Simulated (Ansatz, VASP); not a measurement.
# Two plane-wave programs on SiNi

```xyz
2
Lattice="2.6434 0.0000 0.0000 0.0000 2.6434 0.0000 0.0000 0.0000 3.2587" Properties=species:S:1:pos:R:3 pbc="T T T"
Si    0.0000    0.0000    0.0000
Ni    1.3217    1.3217    1.6294
```

Alike in both runs: functional PBE; k mesh 20 × 20 × 16; occupations gaussian, width 0.1 eV; no spin polarisation.

Ansatz relaxed the structure, and its values are those at the end. VASP's run is a single point on that final structure, the one shown.

|  | VASP | Ansatz |
| --- | --- | --- |
| version | VASP 6.6.1 | Ansatz 0.2.0 |
| potentials or method | VASP PAW PBE potentials, release 64 (Si, Ni), cutoff 520 eV | scalar-relativistic, plane waves, PAW |
| valence electrons in the cell | 14 | 22 |

```csv
,VASP,Ansatz,Ansatz less VASP
gap on the k mesh at the Fermi level (eV),none,none,-
pressure (GPa),0.1,0.0,-0.10
```

A gap of «none» marks a metal or a gap that the smearing closes. VASP's potentials hold 14 valence electrons a cell and Ansatz's 22, so a difference there can come from the potentials and not from the codes.
